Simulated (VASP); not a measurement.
# CdTe (F-43m) in VASP: notebook, part 2 of 3

VASP 6.6.1.

## 3. Single point, PBE

Contents of INCAR:

```
ALGO     = Normal         # electronic algorithm
EDIFF    = 1E-6           # SCF threshold, eV
ENCUT    = 500            # plane-wave cutoff, eV
GGA      = PE             # functional
GGA_COMPAT= F            
ISIF     = 2              # what is computed and relaxed
ISMEAR   = -1             # smearing method
LASPH    = T              # aspherical terms in the spheres
LCHARG   = T              # write CHGCAR
LELF     = T              # ELF
LREAL    = F              # projectors in reciprocal space
LVHAR    = T            
LWAVE    = F              # write WAVECAR
NBANDS   = 16             # bands
NELM     = 120            # most SCF steps
PREC     = Accurate       # precision mode
SIGMA    = 0.5            # smearing width, eV
```

Contents of KPOINTS:

```
k-points
0
Gamma
  4 4 4
```

Contents of POSCAR:

```
CdTe
1.0
    0.0000000000      3.2799551172      3.2799551172
    3.2799551172      0.0000000000      3.2799551172
    3.2799551172      3.2799551172      0.0000000000
Cd Te
1 1
Direct
    0.0000000000      0.0000000000      0.0000000000
    0.2500000000      0.2500000000      0.2500000000
```

Potentials or basis: VASP PAW PBE potentials, release 64 (Cd, Te).

The run is started by

```
$ cat potpaw_PBE.64/Cd/POTCAR potpaw_PBE.64/Te/POTCAR > POTCAR
$ mpirun -np 1 vasp_std > vasp.out
```

OUTCAR:

```text
EDIFF = 1E-6
   ENCUT = 500
   GGA = PE
   ISIF = 2
   ISMEAR = -1
   LASPH = T
   LREAL = F
   NELM = 120
   PREC = Accurate

 ion  position               nearest neighbor table
   1  0.000  0.000  0.000-   2 2.84   2 2.84   2 2.84   2 2.84
   2  0.250  0.250  0.250-   1 2.84   1 2.84   1 2.84   1 2.84

  LATTYP: Found a face centered cubic cell.
 ALAT       =     6.5599102344

  Lattice vectors:

 A1 = (   0.0000000000,   3.2799551172,   3.2799551172)
 A2 = (   3.2799551172,   0.0000000000,   3.2799551172)
 A3 = (   3.2799551172,   3.2799551172,   0.0000000000)

Analysis of symmetry for initial positions (statically):
=====================================================================
 Subroutine PRICEL returns:
 Original cell was already a primitive cell.

 Routine SETGRP: Setting up the symmetry group for a
 face centered cubic supercell.

 Subroutine GETGRP returns: Found 24 space group operations
 (whereof 24 operations were pure point group operations)
 out of a pool of 48 trial point group operations.
[... 142 lines left out ...]
  free energy    TOTEN  =        -4.84886993 eV

  energy without entropy =       -4.49914981  energy(sigma->0) =       -4.67400987

 E-fermi :   2.9149     XC(G=0):  -8.4307

 val. band max:        2.6812905870   @ k =   0.0000   0.0000   0.0000
 cond. band min:       3.8036987070   @ k =   0.5000   0.0000   0.0000
 fundamental gap:      1.1224081200
 Fermi energy:         2.9148647806

 k-point     1 :       0.0000    0.0000    0.0000
  band No.  band energies     occupation
      1      -8.9634      2.00000
      2      -6.1306      2.00000
      3      -6.1306      2.00000
      4      -6.1306      2.00000
      5      -5.8944      2.00000
      6      -5.8944      2.00000
[... 129 lines left out ...]
      3      -6.0135      2.00000
      4      -5.9208      2.00000
      5      -5.8933      2.00000
      6      -5.3774      2.00000
[... 8 lines left out ...]
     15      12.9665      0.00000
     16      13.1937      0.00000

------------------------ aborting loop because EDIFF is reached ----------------------------------------

  FORCE on cell =-STRESS in cart. coord.  units (eV):
  Direction    XX          YY          ZZ          XY          YZ          ZX
  --------------------------------------------------------------------------------------
  -------------------------------------------------------------------------------------
  Total        0.8465722      0.8465722      0.8465722     -0.0000000      0.0000000     -0.0000000
  in kB       19.2194459     19.2194459     19.2194459     -0.0000000      0.0000000     -0.0000000
  external PRESSURE =      19.2194459 kB  Pullay stress =       0.0000000 kB

 VOLUME and BASIS-vectors are now :
 -----------------------------------------------------------------------------
  energy-cutoff  :      500.00
  volume of cell :       70.57
      direct lattice vectors                 reciprocal lattice vectors
     0.000000000  3.279955117  3.279955117    -0.152441110  0.152441110  0.152441110
     3.279955117  0.000000000  3.279955117     0.152441110 -0.152441110  0.152441110
     3.279955117  3.279955117  0.000000000     0.152441110  0.152441110 -0.152441110

 POSITION                                       TOTAL-FORCE (eV/Angst)
 -----------------------------------------------------------------------------------
      0.00000      0.00000      0.00000         0.000000      0.000000      0.000000
      1.63998      1.63998      1.63998        -0.000000     -0.000000     -0.000000
 -----------------------------------------------------------------------------------
    total drift:                                0.000000      0.000000      0.000000

  FREE ENERGIE OF THE ION-ELECTRON SYSTEM (eV)
  ---------------------------------------------------
  free  energy   TOTEN  =        -4.8488699291 eV

  energy  without entropy=       -4.4991498056  energy(sigma->0) =       -4.67400987
```

OSZICAR:

```text
N       E                     dE             d eps       ncg     rms          rms(c)
DAV:   1     0.962624413935E+02    0.96262E+02   -0.83493E+03   256   0.957E+02
DAV:   2    -0.168397062593E+01   -0.97946E+02   -0.93321E+02   312   0.233E+02
DAV:   3    -0.503923028473E+01   -0.33553E+01   -0.33515E+01   296   0.441E+01
DAV:   4    -0.507147776640E+01   -0.32247E-01   -0.32246E-01   400   0.387E+00
DAV:   5    -0.507155697336E+01   -0.79207E-04   -0.79207E-04   304   0.178E-01    0.549E+00
DAV:   6    -0.486154890704E+01    0.21001E+00   -0.36995E-01   296   0.704E+00    0.453E+00
DAV:   7    -0.484777037525E+01    0.13779E-01   -0.10018E-01   280   0.200E+00    0.167E+00
DAV:   8    -0.484848689431E+01   -0.71652E-03   -0.93024E-03   304   0.108E+00    0.465E-01
DAV:   9    -0.484878461782E+01   -0.29772E-03   -0.86359E-04   280   0.292E-01    0.990E-02
DAV:  10    -0.484883360352E+01   -0.48986E-04   -0.93580E-05   336   0.912E-02    0.519E-02
DAV:  11    -0.484887113554E+01   -0.37532E-04   -0.72616E-05   264   0.496E-02    0.383E-02
DAV:  12    -0.484887009520E+01    0.10403E-05   -0.29784E-06   320   0.126E-02    0.223E-02
DAV:  13    -0.484886992907E+01    0.16613E-06   -0.39616E-07   256   0.307E-03
   1 F= -.48488699E+01 E0= -.46740099E+01  d E =-.349720E+00
```

stdout:

```text
POSCAR found type information on POSCAR CdTe
 POSCAR found :  2 types and       2 ions
 scaLAPACK will be used
 LDA part: xc-table for (Slater+PW92), standard interpolation
 POSCAR, INCAR and KPOINTS ok, starting setup
 FFT: planning ... GRIDC
 FFT: planning ... GRID_SOFT
 FFT: planning ... GRID
 WAVECAR not read
 entering main loop
```

It took 42 s on 1 thread of AMD EPYC 7R13, shared host; peak memory 0.17 GiB.

What came out:

| Item | Value |
| --- | --- |
| Free energy | -4.8489 eV |
| Pressure | 1.9 GPa |

Caveat: the k points lie up to 0.41 Å⁻¹ apart; spin-orbit coupling is left out, which moves the levels of the heavy elements.

## 4. Single point, PBE

Contents of INCAR:

```
SYSTEM = CdTe
PREC = Accurate ; ENCUT = 500
EDIFF = 1E-6 ; ISMEAR = 1
SIGMA = 0.05 ; LREAL = .FALSE.
LASPH = .TRUE. ; NELM = 120
ALGO = Normal ; ISIF = 2
LWAVE = .FALSE. ; LCHARG = .FALSE.
GGA = PE ; NBANDS = 16
GGA_COMPAT = .FALSE.
```

Contents of KPOINTS:

```
Automatic mesh
0
G
  4 4 4
  0 0 0
```

POSCAR is that of step 3.

Potentials or basis: VASP PAW PBE potentials, release 64 (Cd, Te).

The run is started by

```
$ cat potpaw_PBE.64/Cd/POTCAR potpaw_PBE.64/Te/POTCAR > POTCAR
$ mpirun -np 1 vasp_std > vasp.out
```

OUTCAR:

```text
SYSTEM = CdTe
   PREC = Accurate
   ENCUT = 500
   EDIFF = 1E-6
   ISMEAR = 1
   LREAL = .FALSE.
   LASPH = .TRUE.
   NELM = 120
   ISIF = 2
   GGA = PE

 ion  position               nearest neighbor table
   1  0.000  0.000  0.000-   2 2.84   2 2.84   2 2.84   2 2.84
   2  0.250  0.250  0.250-   1 2.84   1 2.84   1 2.84   1 2.84

  LATTYP: Found a face centered cubic cell.
 ALAT       =     6.5599102344

  Lattice vectors:

 A1 = (   0.0000000000,   3.2799551172,   3.2799551172)
 A2 = (   3.2799551172,   0.0000000000,   3.2799551172)
 A3 = (   3.2799551172,   3.2799551172,   0.0000000000)

Analysis of symmetry for initial positions (statically):
=====================================================================
 Subroutine PRICEL returns:
 Original cell was already a primitive cell.

 Routine SETGRP: Setting up the symmetry group for a
 face centered cubic supercell.

 Subroutine GETGRP returns: Found 24 space group operations
 (whereof 24 operations were pure point group operations)
 out of a pool of 48 trial point group operations.

The static configuration has the point symmetry T_d .

Analysis of symmetry for dynamics (positions and initial velocities):
=====================================================================
 Subroutine PRICEL returns:
 Original cell was already a primitive cell.

 Routine SETGRP: Setting up the symmetry group for a
 face centered cubic supercell.

 Subroutine GETGRP returns: Found 24 space group operations
 (whereof 24 operations were pure point group operations)
 out of a pool of 48 trial point group operations.

The dynamic configuration has the point symmetry T_d .

 Subroutine INISYM returns: Found 24 space group operations
 (whereof 24 operations are pure point group operations),
 and found     1 'primitive' translations

----------------------------------------------------------------------------------------

                                     Primitive cell

  volume of cell :      70.5722

  direct lattice vectors                    reciprocal lattice vectors
     0.000000000  3.279955117  3.279955117    -0.152441110  0.152441110  0.152441110
     3.279955117  0.000000000  3.279955117     0.152441110 -0.152441110  0.152441110
     3.279955117  3.279955117  0.000000000     0.152441110  0.152441110 -0.152441110

  length of vectors
     4.638557011  4.638557011  4.638557011     0.264035748  0.264035748  0.264035748

  position of ions in fractional coordinates (direct lattice)
     0.000000000  0.000000000  0.000000000
     0.250000000  0.250000000  0.250000000

  ion indices of the primitive-cell ions
   primitive index   ion index
                 1           1
                 2           2

----------------------------------------------------------------------------------------

 KPOINTS: Automatic mesh

Automatic generation of k-mesh.
 Grid dimensions read from file:
 generate k-points for:    4    4    4

 Generating k-lattice:

  Cartesian coordinates                     Fractional coordinates (reciprocal lattice)
    -0.038110278  0.038110278  0.038110278     0.250000000  0.000000000  0.000000000
     0.038110278 -0.038110278  0.038110278     0.000000000  0.250000000  0.000000000
     0.038110278  0.038110278 -0.038110278     0.000000000  0.000000000  0.250000000

  Length of vectors
     0.066008937  0.066008937  0.066008937

  Shift w.r.t. Gamma in fractional coordinates (k-lattice)
     0.000000000  0.000000000  0.000000000

 Subroutine IBZKPT returns following result:
 ===========================================

 Found      8 irreducible k-points:

 Following reciprocal coordinates:
            Coordinates               Weight
  0.000000  0.000000  0.000000      1.000000
  0.250000  0.000000  0.000000      8.000000
  0.500000  0.000000  0.000000      4.000000
  0.250000  0.250000  0.000000      6.000000
  0.500000  0.250000  0.000000     24.000000
 -0.250000  0.250000  0.000000     12.000000
  0.500000  0.500000  0.000000      3.000000
 -0.250000  0.500000  0.250000      6.000000
   k-points           NKPTS =      8   k-points in BZ     NKDIM =      8   number of bands    NBANDS=     16
   number of dos      NEDOS =    301   number of ions     NIONS =      2
   total plane-waves  NPLWV =  46656
   dimension x,y,z NGX =    36 NGY =   36 NGZ =   36
   dimension x,y,z NGXF=    72 NGYF=   72 NGZF=   72
   ions per type =               1   1
   NGX,Y,Z   is equivalent  to a cutoff of  12.90, 12.90, 12.90 a.u.
   NGXF,Y,Z  is equivalent  to a cutoff of  25.80, 25.80, 25.80 a.u.
 SYSTEM =  CdTe
   PREC   = accura    normal or accurate (medium, high low for compatibility)
   ISTART =      0    job   : 0-new  1-cont  2-samecut
   ICHARG =      2    charge: 1-file 2-atom 10-const
   ISPIN  =      1    spin polarized calculation?
   LNONCOLLINEAR =      F non collinear calculations
   LSORBIT =      F    spin-orbit coupling
   LASPH  =      T    aspherical Exc in radial PAW
   ENCUT  =  500.0 eV  36.75 Ry    6.06 a.u.   8.46  8.46  8.46*2*pi/ulx,y,z
   NELM   =    120;   NELMIN=  2; NELMDL= -5     # of ELM steps
   EDIFF  = 0.1E-05   stopping-criterion for ELM
   LREAL  =      F    real-space projection
   EDIFFG = 0.1E-04   stopping-criterion for IOM
   NSW    =      0    number of steps for IOM
   IBRION =     -1    ionic relax: 0-MD 1-quasi-New 2-CG
   NFREE  =      0    steps in history (QN), initial steepest desc. (CG)
   ISIF   =      2    stress and relaxation
   ISYM   =      2    0-nonsym 1-usesym 2-fastsym
   POTIM  = 0.5000    time-step for ionic-motion
   TEBEG  =    0.0;   TEEND  =   0.0 temperature during run
   PSTRESS=    0.0 pullay stress
   NELECT =      18.0000    total number of electrons
   NUPDOWN=      -1.0000    fix difference up-down
   EMIN   =  10.00;   EMAX   =-10.00  energy-range for DOS
   EFERMI =   0.00;   METHOD = LEGACY
   ISMEAR =     1;   SIGMA  =   0.05  broadening in eV -4-tet -1-fermi 0-gaus
   EFERMI_NEDOS =   21; number of points for ismear=-14 and -15
   IALGO  =     38    algorithm
   IMIX   =      4    mixing-type and parameters
     AMIX     =   0.40;   BMIX     =  1.00
     AMIX_MAG =   1.60;   BMIX_MAG =  1.00
  volume/ion in A,a.u.               =      35.29       238.12
  Fermi-wavevector in a.u.,A,eV,Ry     =   1.038216  1.961944 14.665621  1.077893
  Thomas-Fermi vector in A             =   2.172690
   LORBIT       =      0    0 simple, 1 ext, 2 COOP (PROOUT), +10 PAW based schemes
   GGA     = PE    functional components
   LHFCALC =     F    Hartree Fock is set to
   AEXX    =    0.0000 exact exchange contribution
   IVDW    =     0    specifies the selected vdW correction
   LEPSILON=     F    determine dielectric tensor
   LRPA    =     F    only Hartree local field effects (RPA)
 non-spin polarized calculation
 Methfessel and Paxton  Order N= 1 SIGMA  =   0.05
  energy-cutoff  :      500.00
  volume of cell :       70.57
 maximum number of plane-waves:      1812
 NGX is ok and might be reduce to    36
   NGX = 17   NGY = 17   NGZ = 17

 number of electron      18.0000006 magnetization

 Free energy of the ion-electron system (eV)
  ---------------------------------------------------
  ext. energy  EPLUGINS =         0.00000000
  ---------------------------------------------------
  free energy    TOTEN  =        -4.74580921 eV

  energy without entropy =       -4.74594510  energy(sigma->0) =       -4.74585451

 E-fermi :   2.0923     XC(G=0):  -8.4109

 val. band max:        2.0502394319   @ k =   0.0000   0.0000   0.0000
 cond. band min:       2.6983745179   @ k =   0.0000   0.0000   0.0000
 fundamental gap:      0.6481350860
 Fermi energy:         2.0923334712

 k-point     1 :       0.0000    0.0000    0.0000
  band No.  band energies     occupation
      1      -8.9165      2.00000
      2      -6.1491      2.00000
      3      -6.1491      2.00000
      4      -6.1491      2.00000
      5      -5.9169      2.00000
      6      -5.9169      2.00000
[... 8 lines left out ...]
     15      11.3297      0.00000
     16      11.3297      0.00000
[... 115 lines left out ...]
 k-point     8 :      -0.2500    0.5000    0.2500
  band No.  band energies     occupation
      1      -8.4459      2.00000
      2      -6.0403      2.00000
      3      -6.0332      2.00000
      4      -5.9426      2.00000
      5      -5.9156      2.00000
      6      -5.3879      2.00000
[... 8 lines left out ...]
     15      12.9888      0.00000
     16      13.2203      0.00000

------------------------ aborting loop because EDIFF is reached ----------------------------------------

  FORCE on cell =-STRESS in cart. coord.  units (eV):
  Direction    XX          YY          ZZ          XY          YZ          ZX
  --------------------------------------------------------------------------------------
  -------------------------------------------------------------------------------------
  Total        0.5808128      0.5808128      0.5808128      0.0000000      0.0000000     -0.0000000
  in kB       13.1860000     13.1860000     13.1860000      0.0000000      0.0000000     -0.0000000
  external PRESSURE =      13.1860000 kB  Pullay stress =       0.0000000 kB

 VOLUME and BASIS-vectors are now :
 -----------------------------------------------------------------------------
  energy-cutoff  :      500.00
  volume of cell :       70.57
      direct lattice vectors                 reciprocal lattice vectors
     0.000000000  3.279955117  3.279955117    -0.152441110  0.152441110  0.152441110
     3.279955117  0.000000000  3.279955117     0.152441110 -0.152441110  0.152441110
     3.279955117  3.279955117  0.000000000     0.152441110  0.152441110 -0.152441110

 POSITION                                       TOTAL-FORCE (eV/Angst)
 -----------------------------------------------------------------------------------
      0.00000      0.00000      0.00000         0.000000      0.000000      0.000000
      1.63998      1.63998      1.63998        -0.000000     -0.000000     -0.000000
 -----------------------------------------------------------------------------------
    total drift:                                0.000000      0.000000      0.000000

  FREE ENERGIE OF THE ION-ELECTRON SYSTEM (eV)
  ---------------------------------------------------
  free  energy   TOTEN  =        -4.7458092129 eV

  energy  without entropy=       -4.7459451013  energy(sigma->0) =       -4.74585451
```

Run time: 38 s. Hardware: 1 thread of AMD EPYC 7R13, shared host; peak memory 0.17 GiB.

Results:

* Free energy: -4.7458 eV
* Pressure: 1.3 GPa
* Band gap on the k mesh: 0.65 eV, direct

Caveat: spin-orbit coupling is left out, which moves the levels of the heavy elements.

(Continued in part 3 of 3.)
